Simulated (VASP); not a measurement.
# Zn (Fd-3m) in VASP: further runs

Runs on Zn. Level: PBE. Tasks: relaxation of cell and atoms.

Everything below comes from runs of VASP 6.6.1. Logs are shortened: lines on timing, memory, paths and dates and some standing lists are left out, and cuts for length are marked.

### Step 1. The cell of the first run

The structure is cubic, space group Fd-3m (No. 227). Conventional cell: a = 5.420 Å, b = 5.420 Å, c = 5.420 Å, α = 90.00°, β = 90.00°, γ = 90.00°. Zn (site symmetry -43m) has 4 Zn at 2.35 Å within 3.1 Å.

### Step 2. Relaxation of cell and atoms, PBE, target pressure 5 GPa, at which the enthalpy is minimised

INCAR reads:

```
SYSTEM = Zn
ALGO = Normal
EDIFF = 1E-7
EDIFFG = -0.02
ENCUT = 600
GGA = PE
IBRION = 2
ISIF = 3
ISMEAR = -1
LASPH = .TRUE.
LCHARG = .FALSE.
LREAL = .FALSE.
LWAVE = .FALSE.
NELM = 60
NSW = 80
PREC = Accurate
PSTRESS = 50.0
SIGMA = 0.05
```

KPOINTS reads:

```
k-points
0
G
  7 7 7
  0 0 0
```

POSCAR reads:

```
Zn
1.0
    0.0000000000      2.7100000000      2.7100000000
    2.7100000000      0.0000000000      2.7100000000
    2.7100000000      2.7100000000      0.0000000000
Zn
2
Direct
    0.0000000000      0.0000000000      0.0000000000
    0.2500000000      0.2500000000      0.2500000000
```

Potentials or basis: VASP PAW PBE potentials, release 64 (Zn).

On the command line:

```bash
$ cat potpaw_PBE.64/Zn/POTCAR > POTCAR
$ mpirun -np 1 vasp_std > vasp.out
```

OUTCAR:

```text
SYSTEM = Zn
   EDIFF = 1E-7
   EDIFFG = -0.02
   ENCUT = 600
   GGA = PE
   IBRION = 2
   ISIF = 3
   ISMEAR = -1
   LASPH = .TRUE.
   LREAL = .FALSE.
   NELM = 60
   NSW = 80
   PREC = Accurate
   PSTRESS = 50.0

 ion  position               nearest neighbor table
   1  0.000  0.000  0.000-   2 2.35   2 2.35   2 2.35   2 2.35
   2  0.250  0.250  0.250-   1 2.35   1 2.35   1 2.35   1 2.35

  LATTYP: Found a face centered cubic cell.
 ALAT       =     5.4200000000

  Lattice vectors:

 A1 = (   0.0000000000,   2.7100000000,   2.7100000000)
 A2 = (   2.7100000000,   0.0000000000,   2.7100000000)
 A3 = (   2.7100000000,   2.7100000000,   0.0000000000)

Analysis of symmetry for initial positions (statically):
=====================================================================
 Subroutine PRICEL returns:
 Original cell was already a primitive cell.

 Routine SETGRP: Setting up the symmetry group for a
 face centered cubic supercell.

 Subroutine GETGRP returns: Found 48 space group operations
 (whereof 24 operations were pure point group operations)
 out of a pool of 48 trial point group operations.

The static configuration has the point symmetry T_d .
 The point group associated with its full space group is O_h .

Analysis of symmetry for dynamics (positions and initial velocities):
=====================================================================
 Subroutine PRICEL returns:
 Original cell was already a primitive cell.

 Routine SETGRP: Setting up the symmetry group for a
 face centered cubic supercell.

 Subroutine GETGRP returns: Found 48 space group operations
 (whereof 24 operations were pure point group operations)
 out of a pool of 48 trial point group operations.

The dynamic configuration has the point symmetry T_d .
 The point group associated with its full space group is O_h .

 Subroutine INISYM returns: Found 48 space group operations
 (whereof 24 operations are pure point group operations),
 and found     1 'primitive' translations

----------------------------------------------------------------------------------------

                                     Primitive cell

  volume of cell :      39.8050

  direct lattice vectors                    reciprocal lattice vectors
     0.000000000  2.710000000  2.710000000    -0.184501845  0.184501845  0.184501845
     2.710000000  0.000000000  2.710000000     0.184501845 -0.184501845  0.184501845
     2.710000000  2.710000000  0.000000000     0.184501845  0.184501845 -0.184501845

  length of vectors
     3.832518754  3.832518754  3.832518754     0.319566570  0.319566570  0.319566570

  position of ions in fractional coordinates (direct lattice)
     0.000000000  0.000000000  0.000000000
     0.250000000  0.250000000  0.250000000

  ion indices of the primitive-cell ions
   primitive index   ion index
                 1           1
                 2           2

----------------------------------------------------------------------------------------

 KPOINTS: k-points

Automatic generation of k-mesh.
 Grid dimensions read from file:
 generate k-points for:    7    7    7

 Generating k-lattice:

  Cartesian coordinates                     Fractional coordinates (reciprocal lattice)
    -0.026357406  0.026357406  0.026357406     0.142857143  0.000000000  0.000000000
     0.026357406 -0.026357406  0.026357406     0.000000000  0.142857143  0.000000000
     0.026357406  0.026357406 -0.026357406     0.000000000  0.000000000  0.142857143
[... 51 lines left out ...]
   NELM   =     60;   NELMIN=  2; NELMDL= -5     # of ELM steps
   EDIFF  = 0.1E-06   stopping-criterion for ELM
   LREAL  =      F    real-space projection
   EDIFFG = -.2E-01   stopping-criterion for IOM
   NSW    =     80    number of steps for IOM
   IBRION =      2    ionic relax: 0-MD 1-quasi-New 2-CG
   NFREE  =      1    steps in history (QN), initial steepest desc. (CG)
   ISIF   =      3    stress and relaxation
   ISYM   =      2    0-nonsym 1-usesym 2-fastsym
   POTIM  = 0.5000    time-step for ionic-motion
   TEBEG  =    0.0;   TEEND  =   0.0 temperature during run
   PSTRESS=   50.0 pullay stress
   NELECT =      24.0000    total number of electrons
   NUPDOWN=      -1.0000    fix difference up-down
   EMIN   =  10.00;   EMAX   =-10.00  energy-range for DOS
   EFERMI =   0.00;   METHOD = LEGACY
   ISMEAR =    -1;   SIGMA  =   0.05  broadening in eV -4-tet -1-fermi 0-gaus
   EFERMI_NEDOS =   21; number of points for ismear=-14 and -15
   IALGO  =     38    algorithm
   IMIX   =      4    mixing-type and parameters
     AMIX     =   0.40;   BMIX     =  1.00
     AMIX_MAG =   1.60;   BMIX_MAG =  1.00
  volume/ion in A,a.u.               =      19.90       134.31
  Fermi-wavevector in a.u.,A,eV,Ry     =   1.383033  2.613554 26.024965  1.912781
  Thomas-Fermi vector in A             =   2.507669
   LORBIT       =      0    0 simple, 1 ext, 2 COOP (PROOUT), +10 PAW based schemes
   GGA     = PE    functional components
   LHFCALC =     F    Hartree Fock is set to
   AEXX    =    0.0000 exact exchange contribution
   IVDW    =     0    specifies the selected vdW correction
   LEPSILON=     F    determine dielectric tensor
   LRPA    =     F    only Hartree local field effects (RPA)
 conjugate gradient relaxation of ions
 non-spin polarized calculation
  energy-cutoff  :      600.00
  volume of cell :       39.81
 maximum number of plane-waves:      1363
   NGX = 15   NGY = 15   NGZ = 15

--------------------------------------- Ionic step        1  -------------------------------------------

 number of electron      24.0000005 magnetization

 Free energy of the ion-electron system (eV)
  ---------------------------------------------------
  ext. energy  EPLUGINS =         0.00000000
  ---------------------------------------------------
  free energy    TOTEN  =        -1.02478080 eV

  energy without entropy =       -1.01567492  energy(sigma->0) =       -1.02022786

------------------------ aborting loop because EDIFF is reached ----------------------------------------

  FORCE on cell =-STRESS in cart. coord.  units (eV):
  Direction    XX          YY          ZZ          XY          YZ          ZX
  --------------------------------------------------------------------------------------
  -------------------------------------------------------------------------------------
  Total        2.5632438      2.5632438      2.5632438     -0.0000000      0.0000000     -0.0000000
  in kB      103.1721867    103.1721867    103.1721867     -0.0000000      0.0000000     -0.0000000
  external PRESSURE =      53.1721867 kB  Pullay stress =      50.0000000 kB

 VOLUME and BASIS-vectors are now :
 -----------------------------------------------------------------------------
  energy-cutoff  :      600.00
  volume of cell :       39.81
      direct lattice vectors                 reciprocal lattice vectors
     0.000000000  2.710000000  2.710000000    -0.184501845  0.184501845  0.184501845
     2.710000000  0.000000000  2.710000000     0.184501845 -0.184501845  0.184501845
     2.710000000  2.710000000  0.000000000     0.184501845  0.184501845 -0.184501845

 POSITION                                       TOTAL-FORCE (eV/Angst)
 -----------------------------------------------------------------------------------
      0.00000      0.00000      0.00000        -0.000000     -0.000000     -0.000000
      1.35500      1.35500      1.35500         0.000000      0.000000      0.000000
 -----------------------------------------------------------------------------------
    total drift:                               -0.000000      0.000000      0.000000

  FREE ENERGIE OF THE ION-ELECTRON SYSTEM (eV)
  ---------------------------------------------------
  free  energy   TOTEN  =        -1.0247808026 eV

  energy  without entropy=       -1.0156749189  energy(sigma->0) =       -1.02022786

  enthalpy is  TOTEN    =         0.2174356879 eV   P V=        1.2422164905

--------------------------------------- Ionic step        2  -------------------------------------------

 number of electron      23.9999976 magnetization

 Free energy of the ion-electron system (eV)
  ---------------------------------------------------
  ext. energy  EPLUGINS =         0.00000000
  ---------------------------------------------------
  free energy    TOTEN  =        -1.20641540 eV

  energy without entropy =       -1.19928802  energy(sigma->0) =       -1.20285171

 E-fermi :   0.8038     XC(G=0):  -9.4891

 val. band max:        0.7456197694   @ k =   0.4286   0.2857   0.1429
 cond. band min:       0.8606164086   @ k =  -0.4286   0.4286   0.0000
 fundamental gap:      0.1149966391
 Fermi energy:         0.8038111769

 k-point     1 :       0.0000    0.0000    0.0000
  band No.  band energies     occupation
      1      -7.3381      2.00000
      2      -6.9696      2.00000
      3      -6.9696      2.00000
      4      -6.9696      2.00000
      5      -6.9260      2.00000
      6      -6.9260      2.00000
[... 357 lines left out ...]
      3      -6.8552      2.00000
      4      -6.7473      2.00000
      5      -6.6149      2.00000
      6      -6.4859      2.00000
[... 8 lines left out ...]
     15       7.7884      0.00000
     16      10.1940      0.00000

------------------------ aborting loop because EDIFF is reached ----------------------------------------

  FORCE on cell =-STRESS in cart. coord.  units (eV):
  Direction    XX          YY          ZZ          XY          YZ          ZX
  --------------------------------------------------------------------------------------
  -------------------------------------------------------------------------------------
  Total        1.3579648      1.3579648      1.3579648     -0.0000000     -0.0000000      0.0000000
  in kB       49.7499515     49.7499515     49.7499515     -0.0000000     -0.0000000      0.0000000
  external PRESSURE =      -0.2500485 kB  Pullay stress =      50.0000000 kB

 VOLUME and BASIS-vectors are now :
 -----------------------------------------------------------------------------
  energy-cutoff  :      600.00
  volume of cell :       43.73
      direct lattice vectors                 reciprocal lattice vectors
    -0.000000000  2.796353967  2.796353967    -0.178804259  0.178804259  0.178804259
     2.796353967  0.000000000  2.796353967     0.178804259 -0.178804259  0.178804259
     2.796353967  2.796353967 -0.000000000     0.178804259  0.178804259 -0.178804259

 POSITION                                       TOTAL-FORCE (eV/Angst)
 -----------------------------------------------------------------------------------
      5.59271      5.59271      5.59271         0.000000      0.000000      0.000000
      1.39818      1.39818      1.39818        -0.000000     -0.000000     -0.000000
 -----------------------------------------------------------------------------------
    total drift:                               -0.000000      0.000000      0.000000

  FREE ENERGIE OF THE ION-ELECTRON SYSTEM (eV)
  ---------------------------------------------------
  free  energy   TOTEN  =        -1.2064154045 eV

  energy  without entropy=       -1.1992880153  energy(sigma->0) =       -1.20285171

  enthalpy is  TOTEN    =         0.1583746546 eV   P V=        1.3647900591

 reached required accuracy - stopping structural energy minimisation
```

It took 20 s on 1 thread of AMD EPYC 7R13 (Zen 3), shared host; peak memory 0.15 GiB.

What came out:

```yaml
Free_energy: -1.2064 eV
Relaxed_volume: 21.87 Å³/atom
Relaxed_cell: a = 3.955 Å, b = 3.955 Å, c = 3.955 Å, α = 60.00°, β = 60.00°, γ = 60.00°
Space_group_after_relaxing_to_0.05_Å: Fd-3m (No. 227)
Energy_change_on_relaxing_the_enthalpy_is_what_falls: -90.8 meV/atom
Ionic_steps: 2
Pressure_after_relaxing: 5.0 GPa
Band_gap_on_the_k_mesh: zero (band 12 reaches 6.54 eV, above the bottom of band 13 at 0.10 eV)
```

Step by step:
```
step  energy change (eV)  largest force (eV/Å)  pressure (GPa)  volume (Å³)
   1              0.0000                0.0000           10.32        39.81
   2             -0.1816                0.0000            4.97        43.73
```

Final structure:
```yaml
crystal:
  lattice:
    - [0.00000, 2.79635, 2.79635]
    - [2.79635, 0.00000, 2.79635]
    - [2.79635, 2.79635, 0.00000]
  atoms:
    - { symbol: Zn, position: [0.00000, 0.00000, 0.00000] }
    - { symbol: Zn, position: [0.25000, 0.25000, 0.25000] }
```

Caveat: the cell is relaxed towards a set pressure, so the enthalpy falls and the energy may rise.

(Part 1 of 2 ends here.)
